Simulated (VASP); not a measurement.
# Al (Im-3m) in VASP: further runs

Runs on Al. Level: LDA. Tasks: density of states.

All numbers are computed with VASP 6.6.1; they aren't measurements. Logs are shortened: lines on timing, memory, paths and dates and some standing lists are left out, and cuts for length are marked.

### Step 1. The cell of the first run

The structure is cubic, space group Im-3m (No. 229). Conventional cell: a = 2.444 Å, b = 2.444 Å, c = 2.444 Å, α = 90.00°, β = 90.00°, γ = 90.00°. Within 2.8 Å of Al (site symmetry m-3m) lie 14 Al at 2.12 to 2.44 Å.

### Step 2. Density of states, LDA (volume scaled by 0.45)

File POSCAR:

```
Al
1.0
   -1.2217821262      1.2217821262      1.2217821262
    1.2217821262     -1.2217821262      1.2217821262
    1.2217821262      1.2217821262     -1.2217821262
Al
1
Direct
    0.0000000000      0.0000000000      0.0000000000
```

File INCAR.step1:

```
SYSTEM = Al
PREC = Accurate
ENCUT = 520
EDIFF = 1E-6
ISMEAR = -1
SIGMA = 0.08
LREAL = .False.
LASPH = .True.
NELM = 80
ALGO = Normal
ISIF = 2
LWAVE = .False.
LCHARG = .True.
GGA = CA
NBANDS = 8
```

File KPOINTS.step1:

```
regular mesh
0
Gamma
  19 19 19
  0 0 0
```

File INCAR.step2:

```
SYSTEM = Al
PREC = Accurate
ENCUT = 520
EDIFF = 1E-6
ISMEAR = -5
SIGMA = 0.08
LREAL = .False.
LASPH = .True.
NELM = 80
ALGO = Normal
ISIF = 2
LWAVE = .False.
LCHARG = .False.
GGA = CA
LORBIT = 11
NEDOS = 2001
ICHARG = 11
```

File KPOINTS.step2:

```
regular mesh
0
Gamma
  29 29 29
  0 0 0
```

Potentials or basis: VASP PAW LDA potentials, release 64 (Al).

On the command line:

```sh
$ cat potpaw_LDA.64/Al/POTCAR > POTCAR
$ cp INCAR.step1 INCAR
$ cp KPOINTS.step1 KPOINTS
$ mpirun -np 1 vasp_std > vasp.out
$ cp INCAR.step2 INCAR
$ cp KPOINTS.step2 KPOINTS
$ mpirun -np 1 vasp_std > vasp.out
```

OUTCAR:

```text
SYSTEM = Al
   PREC = Accurate
   ENCUT = 520
   EDIFF = 1E-6
   ISMEAR = -5
   LREAL = .False.
   LASPH = .True.
   NELM = 80
   ISIF = 2
   GGA = CA
   LORBIT = 11
   ICHARG = 11

 ion  position               nearest neighbor table
   1  0.000  0.000  0.000-

  LATTYP: Found a body centered cubic cell.
 ALAT       =     2.4435642524

  Lattice vectors:

 A1 = (  -1.2217821262,   1.2217821262,   1.2217821262)
 A2 = (   1.2217821262,  -1.2217821262,   1.2217821262)
 A3 = (   1.2217821262,   1.2217821262,  -1.2217821262)

Analysis of symmetry for initial positions (statically):
=====================================================================
 Subroutine PRICEL returns:
 Original cell was already a primitive cell.

 Routine SETGRP: Setting up the symmetry group for a
 body centered cubic supercell.

 Subroutine GETGRP returns: Found 48 space group operations
 (whereof 48 operations were pure point group operations)
 out of a pool of 48 trial point group operations.

The static configuration has the point symmetry O_h .

Analysis of symmetry for dynamics (positions and initial velocities):
=====================================================================
 Subroutine PRICEL returns:
 Original cell was already a primitive cell.

 Routine SETGRP: Setting up the symmetry group for a
 body centered cubic supercell.

 Subroutine GETGRP returns: Found 48 space group operations
 (whereof 48 operations were pure point group operations)
 out of a pool of 48 trial point group operations.

The dynamic configuration has the point symmetry O_h .

 Subroutine INISYM returns: Found 48 space group operations
 (whereof 48 operations are pure point group operations),
 and found     1 'primitive' translations

----------------------------------------------------------------------------------------

                                     Primitive cell

  volume of cell :       7.2953

  direct lattice vectors                    reciprocal lattice vectors
    -1.221782126  1.221782126  1.221782126     0.000000000  0.409238267  0.409238267
     1.221782126 -1.221782126  1.221782126     0.409238267  0.000000000  0.409238267
     1.221782126  1.221782126 -1.221782126     0.409238267  0.409238267  0.000000000

  length of vectors
     2.116188718  2.116188718  2.116188718     0.578750307  0.578750307  0.578750307

  position of ions in fractional coordinates (direct lattice)
     0.000000000  0.000000000  0.000000000

  ion indices of the primitive-cell ions
   primitive index   ion index
                 1           1

----------------------------------------------------------------------------------------

 KPOINTS: regular mesh

Automatic generation of k-mesh.
 Grid dimensions read from file:
 generate k-points for:   29   29   29

 Generating k-lattice:

  Cartesian coordinates                     Fractional coordinates (reciprocal lattice)
     0.000000000  0.014111664  0.014111664     0.034482759  0.000000000  0.000000000
     0.014111664  0.000000000  0.014111664     0.000000000  0.034482759  0.000000000
     0.014111664  0.014111664  0.000000000     0.000000000  0.000000000  0.034482759

  Length of vectors
     0.019956907  0.019956907  0.019956907

  Shift w.r.t. Gamma in fractional coordinates (k-lattice)
     0.000000000  0.000000000  0.000000000

 TETIRR: Found  29434 inequivalent tetrahedra from   146334

 Subroutine IBZKPT returns following result:
 ===========================================

 Found    680 irreducible k-points:

 Following reciprocal coordinates:
            Coordinates               Weight
  0.000000  0.000000  0.000000      1.000000
  0.034483  0.000000  0.000000     12.000000
  0.068966  0.000000  0.000000     12.000000
  0.103448  0.000000  0.000000     12.000000
  0.137931  0.000000  0.000000     12.000000
  0.172414  0.000000  0.000000     12.000000
[... 16 lines left out ...]
  0.275862  0.034483  0.000000     48.000000
  0.310345  0.034483  0.000000     48.000000
 [... further k-points ...]
   k-points           NKPTS =    680   k-points in BZ     NKDIM =    680   number of bands    NBANDS=      5
   number of dos      NEDOS =   2001   number of ions     NIONS =      1
   total plane-waves  NPLWV =   4096
   dimension x,y,z NGX =    16 NGY =   16 NGZ =   16
   dimension x,y,z NGXF=    32 NGYF=   32 NGZF=   32
   ions per type =               1
   NGX,Y,Z   is equivalent  to a cutoff of  12.57, 12.57, 12.57 a.u.
   NGXF,Y,Z  is equivalent  to a cutoff of  25.14, 25.14, 25.14 a.u.
 SYSTEM =  Al
   PREC   = accura    normal or accurate (medium, high low for compatibility)
   ISTART =      0    job   : 0-new  1-cont  2-samecut
   ICHARG =     11    charge: 1-file 2-atom 10-const
   ISPIN  =      1    spin polarized calculation?
   LNONCOLLINEAR =      F non collinear calculations
   LSORBIT =      F    spin-orbit coupling
   LASPH  =      T    aspherical Exc in radial PAW
   ENCUT  =  520.0 eV  38.22 Ry    6.18 a.u.   3.93  3.93  3.93*2*pi/ulx,y,z
   NELM   =     80;   NELMIN=  2; NELMDL=  0     # of ELM steps
   EDIFF  = 0.1E-05   stopping-criterion for ELM
   LREAL  =      F    real-space projection
   EDIFFG = 0.1E-04   stopping-criterion for IOM
   NSW    =      0    number of steps for IOM
   IBRION =     -1    ionic relax: 0-MD 1-quasi-New 2-CG
   NFREE  =      0    steps in history (QN), initial steepest desc. (CG)
   ISIF   =      2    stress and relaxation
   ISYM   =      2    0-nonsym 1-usesym 2-fastsym
   POTIM  = 0.5000    time-step for ionic-motion
   TEBEG  =    0.0;   TEEND  =   0.0 temperature during run
   PSTRESS=    0.0 pullay stress
   NELECT =       3.0000    total number of electrons
   NUPDOWN=      -1.0000    fix difference up-down
   EMIN   =  10.00;   EMAX   =-10.00  energy-range for DOS
   EFERMI =   0.00;   METHOD = LEGACY
   ISMEAR =    -5;   SIGMA  =   0.08  broadening in eV -4-tet -1-fermi 0-gaus
   EFERMI_NEDOS =   21; number of points for ismear=-14 and -15
   IALGO  =     38    algorithm
   IMIX   =      4    mixing-type and parameters
     AMIX     =   0.40;   BMIX     =  1.00
     AMIX_MAG =   1.60;   BMIX_MAG =  1.00
  volume/ion in A,a.u.               =       7.30        49.23
  Fermi-wavevector in a.u.,A,eV,Ry     =   1.217404  2.300560 20.164829  1.482073
  Thomas-Fermi vector in A             =   2.352726
   LORBIT       =     11    0 simple, 1 ext, 2 COOP (PROOUT), +10 PAW based schemes
   GGA     = CA    functional components
   LHFCALC =     F    Hartree Fock is set to
   AEXX    =    0.0000 exact exchange contribution
   IVDW    =     0    specifies the selected vdW correction
   LEPSILON=     F    determine dielectric tensor
   LRPA    =     F    only Hartree local field effects (RPA)
 non-spin polarized calculation
 Fermi weights with tetrahedron method with Bloechl corrections
  energy-cutoff  :      520.00
  volume of cell :        7.30
 maximum number of plane-waves:       212

 number of electron       3.0000000 magnetization

 Free energy of the ion-electron system (eV)
  ---------------------------------------------------
  ext. energy  EPLUGINS =         0.00000000
  ---------------------------------------------------
  free energy    TOTEN  =         0.33546306 eV

  energy without entropy =        0.33546306  energy(sigma->0) =        0.33546306

 E-fermi :  19.2823     XC(G=0): -13.7780

 val. band max:       19.3693392386   @ k =   0.2069   0.2069   0.1724
 cond. band min:      19.0783844211   @ k =   0.2069   0.2069   0.2069
 fundamental gap:     -0.2909548175
 Fermi energy:        19.2822929991

 k-point     1 :       0.0000    0.0000    0.0000
  band No.  band energies     occupation
      1       1.7938      2.00000
      2      38.7760      0.00000
      3      38.7760      0.00000
      4      38.7760      0.00000
      5      43.6686      0.00000

 k-point     2 :       0.0345    0.0000    0.0000
  band No.  band energies     occupation
      1       1.8521      2.00000
      2      38.3562      0.00000
      3      38.4806      0.00000
      4      38.7441      0.00000
      5      42.8292      0.00000

 k-point     3 :       0.0690    0.0000    0.0000
  band No.  band energies     occupation
      1       2.0270      2.00000
      2      37.0375      0.00000
      3      37.7337      0.00000
      4      38.6527      0.00000
      5      41.9762      0.00000

 k-point     4 :       0.1034    0.0000    0.0000
  band No.  band energies     occupation
      1       2.3172      2.00000
      2      35.0923      0.00000
      3      36.7707      0.00000
      4      38.5133      0.00000
      5      41.5947      0.00000

 k-point     5 :       0.1379    0.0000    0.0000
  band No.  band energies     occupation
      1       2.7209      2.00000
      2      32.9251      0.00000
      3      35.7472      0.00000
      4      38.3411      0.00000
      5      40.7436      0.00000

 k-point     6 :       0.1724    0.0000    0.0000
  band No.  band energies     occupation
      1       3.2360      2.00000
      2      30.7255      0.00000
      3      34.7437      0.00000
      4      38.1517      0.00000
      5      39.9610      0.00000

 k-point     7 :       0.2069    0.0000    0.0000
  band No.  band energies     occupation
      1       3.8592      2.00000
      2      28.5639      0.00000
      3      33.8006      0.00000
      4      37.9585      0.00000
      5      39.2594      0.00000

 k-point     8 :       0.2414    0.0000    0.0000
  band No.  band energies     occupation
      1       4.5872      2.00000
      2      26.4681      0.00000
      3      32.9397      0.00000
      4      37.7723      0.00000
      5      38.6428      0.00000

 k-point     9 :       0.2759    0.0000    0.0000
  band No.  band energies     occupation
      1       5.4159      2.00000
      2      24.4498      0.00000
      3      32.1732      0.00000
      4      37.6006      0.00000
      5      38.1115      0.00000

 k-point    10 :       0.3103    0.0000    0.0000
  band No.  band energies     occupation
      1       6.3406      2.00000
      2      22.5145      0.00000
      3      31.5083      0.00000
      4      37.4485      0.00000
      5      37.6637      0.00000

 k-point    11 :       0.3448    0.0000    0.0000
  band No.  band energies     occupation
      1       7.3558      2.00000
      2      20.6655     -0.07552
      3      30.9496      0.00000
      4      37.2969      0.00000
      5      37.3194      0.00000

 k-point    12 :       0.3793    0.0000    0.0000
  band No.  band energies     occupation
      1       8.4538      2.00000
      2      18.9066      1.54949
      3      30.5000      0.00000
      4      37.0081      0.00000
      5      37.2150      0.00000

 k-point    13 :       0.4138    0.0000    0.0000
  band No.  band energies     occupation
      1       9.6214      2.00000
      2      17.2475      2.01317
      3      30.1615      0.00000
      4      36.7945      0.00000
      5      37.1364      0.00000

 k-point    14 :       0.4483    0.0000    0.0000
  band No.  band energies     occupation
      1      10.8219      2.00000
      2      15.7213      2.00000
      3      29.9353      0.00000
      4      36.6535      0.00000
      5      37.0838      0.00000

 k-point    15 :       0.4828    0.0000    0.0000
  band No.  band energies     occupation
      1      11.8771      2.00000
      2      14.5039      2.00000
      3      29.8220      0.00000
      4      36.5835      0.00000
      5      37.0575      0.00000

 k-point    16 :       0.0345    0.0345    0.0000
  band No.  band energies     occupation
      1       1.9688      2.00000
      2      37.6263      0.00000
      3      37.7872      0.00000
      4      38.6937      0.00000
      5      41.9235      0.00000

 k-point    17 :       0.0690    0.0345    0.0000
  band No.  band energies     occupation
      1       2.2013      2.00000
      2      36.0327      0.00000
      3      36.8329      0.00000
      4      38.5743      0.00000
      5      41.2471      0.00000

 k-point    18 :       0.1034    0.0345    0.0000
  band No.  band energies     occupation
      1       2.5483      2.00000
      2      33.9802      0.00000
      3      35.8139      0.00000
      4      38.4026      0.00000
      5      40.7828      0.00000

 k-point    19 :       0.1379    0.0345    0.0000
  band No.  band energies     occupation
      1       3.0076      2.00000
      2      31.8056      0.00000
      3      34.7992      0.00000
      4      38.2000      0.00000
      5      40.2600      0.00000

 k-point    20 :       0.1724    0.0345    0.0000
  band No.  band energies     occupation
      1       3.5767      2.00000
      2      29.6340      0.00000
      3      33.8351      0.00000
      4      37.9839      0.00000
      5      39.6702      0.00000

 k-point    21 :       0.2069    0.0345    0.0000
  band No.  band energies     occupation
      1       4.2523      2.00000
      2      27.5130      0.00000
      3      32.9462      0.00000
      4      37.7674      0.00000
      5      39.0860      0.00000

 k-point    22 :       0.2414    0.0345    0.0000
  band No.  band energies     occupation
      1       5.0306      2.00000
      2      25.4622      0.00000
      3      32.1463      0.00000
      4      37.5601      0.00000
      5      38.5494      0.00000

 k-point    23 :       0.2759    0.0345    0.0000
  band No.  band energies     occupation
      1       5.9073      2.00000
      2      23.4905      0.00000
      3      31.4437      0.00000
      4      37.3686      0.00000
      5      38.0789      0.00000

 k-point    24 :       0.3103    0.0345    0.0000
  band No.  band energies     occupation
      1       6.8773      2.00000
      2      21.6023     -0.00535
      3      30.8435      0.00000
      4      37.1968      0.00000
      5      37.6824      0.00000

 [... further k-points ...]
[... 5 lines left out ...]
  --------------------------------------------------------------------------------------
  -------------------------------------------------------------------------------------
  Total       14.3062958     14.3062958     14.3062958      0.0000000      0.0000000     -0.0000000
  in kB     3141.9298835   3141.9298835   3141.9298835      0.0000000      0.0000000     -0.0000000
  external PRESSURE =    3141.9298835 kB  Pullay stress =       0.0000000 kB

 VOLUME and BASIS-vectors are now :
 -----------------------------------------------------------------------------
  energy-cutoff  :      520.00
  volume of cell :        7.30
      direct lattice vectors                 reciprocal lattice vectors
    -1.221782126  1.221782126  1.221782126     0.000000000  0.409238267  0.409238267
     1.221782126 -1.221782126  1.221782126     0.409238267  0.000000000  0.409238267
     1.221782126  1.221782126 -1.221782126     0.409238267  0.409238267  0.000000000

 POSITION                                       TOTAL-FORCE (eV/Angst)
 -----------------------------------------------------------------------------------
      0.00000      0.00000      0.00000         0.000000      0.000000      0.000000
 -----------------------------------------------------------------------------------
    total drift:                                0.000000      0.000000      0.000000

  FREE ENERGIE OF THE ION-ELECTRON SYSTEM (eV)
  ---------------------------------------------------
  free  energy   TOTEN  =         0.3354630647 eV

  energy  without entropy=        0.3354630647  energy(sigma->0) =        0.33546306

 total charge

# of ion       s       p       d       tot
------------------------------------------
    1        0.548   0.823   0.000   1.371
```

Wall time 16 s (1 thread of AMD EPYC 9R45 (Zen 5), shared host); peak memory 0.12 GiB.

Results:

- Valence electrons inside the program's atomic spheres: Al 1.37

Levels at points of the mesh, in eV from the Fermi level:
| k point | band 1 | band 2 | band 3 | band 4 | band 5 |
| --- | --- | --- | --- | --- | --- |
| (0.00, 0.00, 0.00) | -17.49 | 19.49 | 19.49 | 19.49 | 24.39 |

Caveat: the cell differs from its parent crystal (volume scaled by 0.45); tetrahedron occupations give inexact forces and stress in metals.

### Step 3. Density of states, LDA (volume scaled by 0.45)

POSCAR is that of step 2.

File INCAR.step1:

```
SYSTEM = Al
PREC = Accurate
ENCUT = 520
EDIFF = 1E-7
ISMEAR = -1
SIGMA = 0.08
LREAL = .FALSE.
LASPH = .TRUE.
NELM = 100
ALGO = Normal
ISIF = 2
LWAVE = .FALSE.
LCHARG = .TRUE.
NBANDS = 8
```

File KPOINTS.step1:

```
regular mesh
0
G
  19 19 19
  0 0 0
```

File INCAR.step2:

```
SYSTEM = Al
PREC = Accurate
ENCUT = 520
EDIFF = 1E-7
ISMEAR = -5
SIGMA = 0.08
LREAL = .FALSE.
LASPH = .TRUE.
NELM = 100
ALGO = Normal
ISIF = 2
LWAVE = .FALSE.
LCHARG = .FALSE.
LORBIT = 10
NEDOS = 2001
ICHARG = 11
```

File KPOINTS.step2:

```
regular mesh
0
G
  29 29 29
  0 0 0
```

Potentials or basis: VASP PAW LDA potentials, release 64 (Al).

On the command line:

```sh
$ cat potpaw_LDA.64/Al/POTCAR > POTCAR
$ cp INCAR.step1 INCAR
$ cp KPOINTS.step1 KPOINTS
$ mpirun -np 1 vasp_std > vasp.out
$ cp INCAR.step2 INCAR
$ cp KPOINTS.step2 KPOINTS
$ mpirun -np 1 vasp_std > vasp.out
```

Wall time 17 s (1 thread of AMD EPYC 9R45 (Zen 5), shared host); peak memory 0.12 GiB.

It converged, with:

```
Valence electrons inside the program's atomic spheres : Al 1.37
```

Levels at points of the mesh, in eV from the Fermi level:
| k point | band 1 | band 2 | band 3 | band 4 | band 5 |
| --- | --- | --- | --- | --- | --- |
| (0.00, 0.00, 0.00) | -17.49 | 19.49 | 19.49 | 19.49 | 24.39 |

Caveat: the cell differs from its parent crystal (volume scaled by 0.45); tetrahedron occupations give inexact forces and stress in metals.

### Step 4. Density of states, LDA

This run uses another cell than the first one, of 16.21 Å³/atom, 2.222 times its volume.

File POSCAR:

```
Al
1.0
   -1.5943717701      1.5943717701      1.5943717701
    1.5943717701     -1.5943717701      1.5943717701
    1.5943717701      1.5943717701     -1.5943717701
Al
1
Direct
    0.0000000000      0.0000000000      0.0000000000
```

File INCAR.step1:

```
  ALGO = Normal
  EDIFF = 1E-6
  ENCUT = 520
  GGA = CA
  ISIF = 2
  ISMEAR = -1
  LASPH = T
  LCHARG = T
  LREAL = F
  LWAVE = F
  NBANDS = 8
  NELM = 80
  PREC = Accurate
  SIGMA = 0.08
```

File KPOINTS.step1:

```
k-points
0
Gamma
  19 19 19
```

File INCAR.step2:

```
  ALGO = Normal
  EDIFF = 1E-6
  ENCUT = 520
  GGA = CA
  ICHARG = 11
  ISIF = 2
  ISMEAR = -5
  LASPH = T
  LCHARG = F
  LORBIT = 10
  LREAL = F
  LWAVE = F
  NEDOS = 1001
  NELM = 80
  PREC = Accurate
  SIGMA = 0.08
```

File KPOINTS.step2:

```
k-points
0
Gamma
  29 29 29
```

On the command line:

```sh
$ cat potpaw_LDA.64/Al/POTCAR > POTCAR
$ cp INCAR.step1 INCAR
$ cp KPOINTS.step1 KPOINTS
$ mpirun -np 1 vasp_std > vasp.out
$ cp INCAR.step2 INCAR
$ cp KPOINTS.step2 KPOINTS
$ mpirun -np 1 vasp_std > vasp.out
```

Run time: 36 s. Hardware: 1 thread of AMD EPYC 9R45 (Zen 5), shared host; peak memory 0.15 GiB.

Results (log left out):

```yaml
Valence_electrons_inside_the_program's_atomic_spheres: Al 0.80
```

Levels at points of the mesh, in eV from the Fermi level:
| k point | band 1 | band 2 | band 3 | band 4 | band 5 |
| --- | --- | --- | --- | --- | --- |
| (0.00, 0.00, 0.00) | -11.23 | 13.29 | 13.29 | 13.29 | 14.67 |

Caveat: tetrahedron occupations give inexact forces and stress in metals.
